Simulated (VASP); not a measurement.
# Hf in VASP: a series of runs

Aim: see how the results for Hf move with the level of theory and the settings. Levels: r2SCAN, PBE. Tasks: single point.

All numbers are computed with VASP 6.6.1; they aren't measurements. Logs are shortened: lines on timing, memory, paths and dates and some standing lists are left out, and cuts for length are marked.

## (1) The cell of the first run

The structure is hexagonal, space group P6_3/mmc (No. 194). The conventional cell has a = 3.175 Å, b = 3.175 Å, c = 5.024 Å, α = 90.00°, β = 90.00°, γ = 120.00°. Within 4.1 Å of Hf (site symmetry -6m2) lie 12 Hf at 3.11 to 3.18 Å.

## (2) Single point, r2SCAN

File POSCAR:

```
Hf
1.0
    3.1752449911      0.0000000000      0.0000000000
   -1.5876224956      2.7498428256      0.0000000000
    0.0000000000      0.0000000000      5.0238540107
Hf
2
Direct
    0.6666666667      0.3333333333      0.7500000000
    0.3333333333      0.6666666667      0.2500000000
```

File INCAR.step1:

```
SYSTEM = Hf
PREC = Accurate
ENCUT = 520
ISMEAR = -1
SIGMA = 0.05
LREAL = .False.
LASPH = .True.
NELM = 80
NBANDS = 17
GGA = PE
ALGO = Normal
EDIFF = 1E-4
LWAVE = .True.
LCHARG = .False.
```

File INCAR.step2:

```
SYSTEM = Hf
PREC = Accurate
ENCUT = 520
EDIFF = 1E-7
ISMEAR = -1
SIGMA = 0.05
LREAL = .False.
LASPH = .True.
NELM = 80
ALGO = Normal
ISIF = 2
LWAVE = .False.
LCHARG = .True.
METAGGA = R2SCAN
LMIXTAU = .True.
LELF = .True.
LVHAR = .True.
NBANDS = 17
ISTART = 1
```

File KPOINTS:

```
regular mesh
0
Gamma
  10 10 5
  0 0 0
```

Potentials or basis: VASP PAW PBE potentials, release 64 (Hf_pv).

Run with:

```console
$ cat potpaw_PBE.64/Hf_pv/POTCAR > POTCAR
$ cp INCAR.step1 INCAR
$ mpirun -np 1 vasp_std > vasp.out
$ cp INCAR.step2 INCAR
$ mpirun -np 1 vasp_std > vasp.out
```

OUTCAR:

```text
SYSTEM = Hf
   PREC = Accurate
   ENCUT = 520
   EDIFF = 1E-7
   ISMEAR = -1
   LREAL = .False.
   LASPH = .True.
   NELM = 80
   ISIF = 2
   METAGGA = R2SCAN
   ISTART = 1

 ion  position               nearest neighbor table
   1  0.667  0.333  0.750-   2 3.11   2 3.11   2 3.11   2 3.11   2 3.11   2 3.11
   2  0.333  0.667  0.250-   1 3.11   1 3.11   1 3.11   1 3.11   1 3.11   1 3.11

  LATTYP: Found a hexagonal cell.
 ALAT       =     3.1752449911
 C/A-ratio  =     1.5821941377

  Lattice vectors:

 A1 = (   3.1752449911,   0.0000000000,   0.0000000000)
 A2 = (  -1.5876224956,   2.7498428256,   0.0000000000)
 A3 = (   0.0000000000,   0.0000000000,   5.0238540107)

Analysis of symmetry for initial positions (statically):
=====================================================================
 Subroutine PRICEL returns:
 Original cell was already a primitive cell.

 Routine SETGRP: Setting up the symmetry group for a
 hexagonal supercell.

 Subroutine GETGRP returns: Found 24 space group operations
 (whereof 12 operations were pure point group operations)
 out of a pool of 24 trial point group operations.

The static configuration has the point symmetry D_3d.
 The point group associated with its full space group is D_6h.

Analysis of symmetry for dynamics (positions and initial velocities):
=====================================================================
 Subroutine PRICEL returns:
 Original cell was already a primitive cell.

 Routine SETGRP: Setting up the symmetry group for a
 hexagonal supercell.

 Subroutine GETGRP returns: Found 24 space group operations
 (whereof 12 operations were pure point group operations)
 out of a pool of 24 trial point group operations.

The dynamic configuration has the point symmetry D_3d.
 The point group associated with its full space group is D_6h.

 Subroutine INISYM returns: Found 24 space group operations
 (whereof 12 operations are pure point group operations),
 and found     1 'primitive' translations

----------------------------------------------------------------------------------------

                                     Primitive cell

  volume of cell :      43.8654

  direct lattice vectors                    reciprocal lattice vectors
     3.175244991  0.000000000  0.000000000     0.314936329  0.181828574  0.000000000
    -1.587622496  2.749842826  0.000000000     0.000000000  0.363657148  0.000000000
     0.000000000  0.000000000  5.023854011     0.000000000  0.000000000  0.199050370

  length of vectors
     3.175244991  3.175244991  5.023854011     0.363657148  0.363657148  0.199050370

  position of ions in fractional coordinates (direct lattice)
     0.666666667  0.333333333  0.750000000
     0.333333333  0.666666667  0.250000000

  ion indices of the primitive-cell ions
   primitive index   ion index
                 1           1
                 2           2

----------------------------------------------------------------------------------------

 KPOINTS: regular mesh

Automatic generation of k-mesh.
 Grid dimensions read from file:
 generate k-points for:   10   10    5

 Generating k-lattice:

  Cartesian coordinates                     Fractional coordinates (reciprocal lattice)
     0.031493633  0.018182857  0.000000000     0.100000000  0.000000000  0.000000000
     0.000000000  0.036365715  0.000000000     0.000000000  0.100000000  0.000000000
     0.000000000  0.000000000  0.039810074     0.000000000  0.000000000  0.200000000

  Length of vectors
     0.036365715  0.036365715  0.039810074

  Shift w.r.t. Gamma in fractional coordinates (k-lattice)
     0.000000000  0.000000000  0.000000000

 Subroutine IBZKPT returns following result:
 ===========================================

 Found     42 irreducible k-points:

 Following reciprocal coordinates:
            Coordinates               Weight
  0.000000  0.000000  0.000000      1.000000
  0.100000  0.000000  0.000000      6.000000
  0.200000  0.000000  0.000000      6.000000
  0.300000  0.000000  0.000000      6.000000
  0.400000  0.000000  0.000000      6.000000
  0.500000  0.000000  0.000000      3.000000
[... 16 lines left out ...]
  0.300000  0.100000  0.200000     24.000000
  0.400000  0.100000  0.200000     24.000000
 [... further k-points ...]
   k-points           NKPTS =     42   k-points in BZ     NKDIM =     42   number of bands    NBANDS=     17
   number of dos      NEDOS =    301   number of ions     NIONS =      2
   total plane-waves  NPLWV =  23040
   dimension x,y,z NGX =    24 NGY =   24 NGZ =   40
   dimension x,y,z NGXF=    48 NGYF=   48 NGZF=   80
   ions per type =               2
   NGX,Y,Z   is equivalent  to a cutoff of  12.57, 12.57, 13.24 a.u.
   NGXF,Y,Z  is equivalent  to a cutoff of  25.13, 25.13, 26.47 a.u.
 SYSTEM =  Hf
   PREC   = accura    normal or accurate (medium, high low for compatibility)
   ISTART =      1    job   : 0-new  1-cont  2-samecut
   ICHARG =      0    charge: 1-file 2-atom 10-const
   ISPIN  =      1    spin polarized calculation?
   LNONCOLLINEAR =      F non collinear calculations
   LSORBIT =      F    spin-orbit coupling
   LASPH  =      T    aspherical Exc in radial PAW
   ENCUT  =  520.0 eV  38.22 Ry    6.18 a.u.   5.90  5.90  9.34*2*pi/ulx,y,z
   NELM   =     80;   NELMIN=  2; NELMDL=  0     # of ELM steps
   EDIFF  = 0.1E-06   stopping-criterion for ELM
   LREAL  =      F    real-space projection
   EDIFFG = 0.1E-05   stopping-criterion for IOM
   NSW    =      0    number of steps for IOM
   IBRION =     -1    ionic relax: 0-MD 1-quasi-New 2-CG
   NFREE  =      0    steps in history (QN), initial steepest desc. (CG)
   ISIF   =      2    stress and relaxation
   ISYM   =      2    0-nonsym 1-usesym 2-fastsym
   POTIM  = 0.5000    time-step for ionic-motion
   TEBEG  =    0.0;   TEEND  =   0.0 temperature during run
   PSTRESS=    0.0 pullay stress
   NELECT =      20.0000    total number of electrons
   NUPDOWN=      -1.0000    fix difference up-down
   EMIN   =  10.00;   EMAX   =-10.00  energy-range for DOS
   EFERMI =   0.00;   METHOD = LEGACY
   ISMEAR =    -1;   SIGMA  =   0.05  broadening in eV -4-tet -1-fermi 0-gaus
   EFERMI_NEDOS =   21; number of points for ismear=-14 and -15
   IALGO  =     38    algorithm
   IMIX   =      4    mixing-type and parameters
     AMIX     =   0.40;   BMIX     =  1.00
     AMIX_MAG =   1.60;   BMIX_MAG =  1.00
  volume/ion in A,a.u.               =      21.93       148.01
  Fermi-wavevector in a.u.,A,eV,Ry     =   1.260020  2.381093 21.601297  1.587651
  Thomas-Fermi vector in A             =   2.393551
   LORBIT       =      0    0 simple, 1 ext, 2 COOP (PROOUT), +10 PAW based schemes
   METAGGA = R2SCAN    functional components
   LHFCALC =     F    Hartree Fock is set to
   AEXX    =    0.0000 exact exchange contribution
   IVDW    =     0    specifies the selected vdW correction
   LEPSILON=     F    determine dielectric tensor
   LRPA    =     F    only Hartree local field effects (RPA)
 non-spin polarized calculation
  energy-cutoff  :      520.00
  volume of cell :       43.87
 maximum number of plane-waves:      1200
 NGX is ok and might be reduce to    24
   NGX = 11   NGY = 11   NGZ = 19

 number of electron      19.9999999 magnetization

 Free energy of the ion-electron system (eV)
  ---------------------------------------------------
  ext. energy  EPLUGINS =         0.00000000
  ---------------------------------------------------
  free energy    TOTEN  =       -90.30105884 eV

  energy without entropy =      -90.29012711  energy(sigma->0) =      -90.29559298

 E-fermi :   4.9629     XC(G=0): -12.2534

 val. band max:        4.9146627136   @ k =   0.1000   0.1000   0.0000
 cond. band min:       4.9785268688   @ k =   0.1000   0.1000   0.4000
 fundamental gap:      0.0638641551
 Fermi energy:         4.9628830234

 k-point     1 :       0.0000    0.0000    0.0000
  band No.  band energies     occupation
      1     -27.2610      2.00000
      2     -26.4375      2.00000
      3     -26.4375      2.00000
      4     -26.3064      2.00000
      5     -26.3006      2.00000
      6     -26.3006      2.00000
[... 9 lines left out ...]
     16       7.9441      0.00000
     17      10.7375      0.00000

 k-point     2 :       0.1000    0.0000    0.0000
  band No.  band energies     occupation
      1     -27.2324      2.00000
      2     -26.4981      2.00000
      3     -26.4577      2.00000
      4     -26.3642      2.00000
      5     -26.3193      2.00000
      6     -26.3085      2.00000
[... 9 lines left out ...]
     16       7.6439      0.00000
     17      10.9763      0.00000

 k-point     3 :       0.2000    0.0000    0.0000
  band No.  band energies     occupation
      1     -27.1523      2.00000
      2     -26.6570      2.00000
      3     -26.5243      2.00000
      4     -26.5081      2.00000
      5     -26.3582      2.00000
      6     -26.3312      2.00000
[... 9 lines left out ...]
     16       8.3103      0.00000
     17      11.4055      0.00000

 k-point     4 :       0.3000    0.0000    0.0000
  band No.  band energies     occupation
      1     -27.0371      2.00000
      2     -26.8534      2.00000
      3     -26.7108      2.00000
      4     -26.5672      2.00000
      5     -26.4221      2.00000
      6     -26.3616      2.00000
[... 9 lines left out ...]
     16       9.5409      0.00000
     17      11.7298      0.00000

 k-point     5 :       0.4000    0.0000    0.0000
  band No.  band energies     occupation
      1     -27.0112      2.00000
      2     -26.9168      2.00000
      3     -26.8542      2.00000
      4     -26.6133      2.00000
      5     -26.5006      2.00000
      6     -26.3875      2.00000
[... 9 lines left out ...]
     16      10.8977      0.00000
     17      11.8966      0.00000

 k-point     6 :       0.5000    0.0000    0.0000
  band No.  band energies     occupation
      1     -27.0710      2.00000
      2     -26.9076      2.00000
      3     -26.8546      2.00000
      4     -26.6305      2.00000
      5     -26.5468      2.00000
      6     -26.3975      2.00000
[... 9 lines left out ...]
     16      11.9444      0.00000
     17      12.3551      0.00000

 k-point     7 :       0.1000    0.1000    0.0000
  band No.  band energies     occupation
      1     -27.1780      2.00000
      2     -26.5922      2.00000
      3     -26.5353      2.00000
      4     -26.4387      2.00000
      5     -26.3453      2.00000
      6     -26.3344      2.00000
[... 9 lines left out ...]
     16       8.1475      0.00000
     17      11.2039      0.00000

 k-point     8 :       0.2000    0.1000    0.0000
  band No.  band energies     occupation
      1     -27.0797      2.00000
      2     -26.7550      2.00000
      3     -26.6772      2.00000
      4     -26.5255      2.00000
      5     -26.3972      2.00000
      6     -26.3750      2.00000
[... 9 lines left out ...]
     16       9.3204      0.00000
     17      11.4627      0.00000
[... 203 lines left out ...]
      1     -27.0945      2.00000
      2     -26.9373      2.00000
      3     -26.7682      2.00000
      4     -26.5921      2.00000
      5     -26.4789      2.00000
      6     -26.4094      2.00000
[... 9 lines left out ...]
     16      10.6489      0.00000
     17      11.6501      0.00000

 k-point    20 :       0.5000    0.0000    0.2000
  band No.  band energies     occupation
      1     -27.1337      2.00000
      2     -26.9855      2.00000
      3     -26.7444      2.00000
      4     -26.6087      2.00000
      5     -26.5110      2.00000
      6     -26.4202      2.00000
[... 9 lines left out ...]
     16      11.7961      0.00000
     17      12.0415      0.00000

 k-point    21 :       0.1000    0.1000    0.2000
  band No.  band energies     occupation
      1     -27.1161      2.00000
      2     -26.5669      2.00000
      3     -26.5667      2.00000
      4     -26.4737      2.00000
      5     -26.3579      2.00000
      6     -26.3504      2.00000
[... 9 lines left out ...]
     16       8.5555      0.00000
     17      11.1423      0.00000

 k-point    22 :       0.2000    0.1000    0.2000
  band No.  band energies     occupation
      1     -27.0604      2.00000
      2     -26.7433      2.00000
      3     -26.6815      2.00000
      4     -26.5390      2.00000
      5     -26.4044      2.00000
      6     -26.3839      2.00000
[... 9 lines left out ...]
     16       9.3281      0.00000
     17      11.2595      0.00000

 k-point    23 :       0.3000    0.1000    0.2000
  band No.  band energies     occupation
      1     -27.0501      2.00000
      2     -26.8910      2.00000
      3     -26.7582      2.00000
      4     -26.6017      2.00000
      5     -26.4642      2.00000
      6     -26.4186      2.00000
[... 9 lines left out ...]
     16      10.2817      0.00000
     17      11.5708      0.00000

 k-point    24 :       0.4000    0.1000    0.2000
  band No.  band energies     occupation
      1     -27.1023      2.00000
      2     -26.9619      2.00000
      3     -26.7557      2.00000
      4     -26.6247      2.00000
      5     -26.5205      2.00000
      6     -26.4433      2.00000
[... 9 lines left out ...]
     16      11.3565      0.00000
     17      12.2043      0.00000

 [... further k-points ...]
[... 5 lines left out ...]
  --------------------------------------------------------------------------------------
  -------------------------------------------------------------------------------------
  Total        0.4824684      0.4824684      0.1890954     -0.0000000     -0.0000000      0.0000000
  in kB       17.6220854     17.6220854      6.9066808     -0.0000000     -0.0000000      0.0000000
  external PRESSURE =      14.0502838 kB  Pullay stress =       0.0000000 kB

 VOLUME and BASIS-vectors are now :
 -----------------------------------------------------------------------------
  energy-cutoff  :      520.00
  volume of cell :       43.87
      direct lattice vectors                 reciprocal lattice vectors
     3.175244991  0.000000000  0.000000000     0.314936329  0.181828574  0.000000000
    -1.587622496  2.749842826  0.000000000     0.000000000  0.363657148  0.000000000
     0.000000000  0.000000000  5.023854011     0.000000000  0.000000000  0.199050370

 POSITION                                       TOTAL-FORCE (eV/Angst)
 -----------------------------------------------------------------------------------
      1.58762      0.91661      3.76789        -0.000000      0.000000      0.000000
     -0.00000      1.83323      1.25596         0.000000      0.000000      0.000000
 -----------------------------------------------------------------------------------
    total drift:                               -0.000000      0.000000     -0.000000

  FREE ENERGIE OF THE ION-ELECTRON SYSTEM (eV)
  ---------------------------------------------------
  free  energy   TOTEN  =       -90.3010588419 eV

  energy  without entropy=      -90.2901271108  energy(sigma->0) =      -90.29559298
```

It took 91 s on 1 thread of Intel Xeon Platinum 8259CL at 2.50GHz (Skylake/Cascade Lake), shared host; peak memory 0.18 GiB.

What came out:

```
Free energy            : -90.3011 eV
Pressure               : 1.4 GPa
Band gap on the k mesh : zero (band 10 reaches 6.31 eV, above the bottom of band 11 at 4.57 eV)
```

Stress tensor (GPa, compression positive):
```
1.76 0.00 0.00
0.00 1.76 0.00
0.00 0.00 0.69
```

Levels at points of the mesh, in eV from the Fermi level:
```tsv
k point	band 7	band 8	band 9	band 10	band 11	band 12	band 13	band 14
(0.00, 0.00, 0.00)	-7.81	-3.90	0.48	1.35	1.35	1.65	2.24	2.24
(0.50, 0.00, 0.00)	-3.52	-2.92	-2.38	-0.97	0.96	0.98	1.86	6.35
```

Caveat: the PAW data sets were made with another functional, which shifts forces and pressure a little; spin-orbit coupling is left out, which moves the levels of the heavy elements.

## (3) Single point, PBE

This run uses another cell than the first one, of 22.38 Å³/atom, 1.020 times its volume.

File INCAR:

```
PREC = Accurate
ENCUT = 520
EDIFF = 1E-7
ISMEAR = 0
SIGMA = 0.05
LREAL = False
LASPH = True
NELM = 80
ALGO = Normal
ISIF = 2
LWAVE = False
LCHARG = True
GGA = PE
LELF = True
LVHAR = True
NBANDS = 17
```

File KPOINTS:

```
Automatic mesh
0
Gamma
  7 7 4
```

File POSCAR:

```
Hf
1.0
    3.1967000000      0.0000000000      0.0000000000
   -1.5983500000      2.7684234083      0.0000000000
    0.0000000000      0.0000000000      5.0578000000
Hf
2
Direct
    0.6707990000      0.3463000000      0.7545060000
    0.3256540000      0.6728700000      0.2466750000
```

Potentials or basis: VASP PAW PBE potentials, release 64 (Hf_pv).

Run with:

```console
$ cat potpaw_PBE.64/Hf_pv/POTCAR > POTCAR
$ mpirun -np 1 vasp_std > vasp.out
```

Wall time 35 s (1 thread of Intel Xeon Platinum 8488C (Sapphire Rapids), shared host); peak memory 0.2 GiB.

Results (log left out):

```yaml
Free_energy: -19.8479 eV
Pressure: 0.6 GPa
Largest_force: 0.136 eV/Å
Band_gap_on_the_k_mesh: zero (band 10 reaches 6.07 eV, above the bottom of band 11 at 4.64 eV)
```

Forces in eV/Å, atoms in the order of the input:
```
Hf  -0.050 -0.034 -0.122
Hf   0.050  0.034  0.122
```

Stress tensor (GPa, compression positive):
```
 0.25  0.34  0.06
 0.34 -0.23  0.04
 0.06  0.04  1.78
```

Levels at points of the mesh, in eV from the Fermi level:
```
           k point  band 8  band 9  band 10  band 11  band 12  band 13
(0.00, 0.00, 0.00)   -3.79    0.55     1.07     1.11     1.39     1.86
(0.00, 0.00, 0.50)   -5.45   -0.09     0.23     0.95     0.97     0.99
```

Caveat: spin-orbit coupling is left out, which moves the levels of the heavy elements.
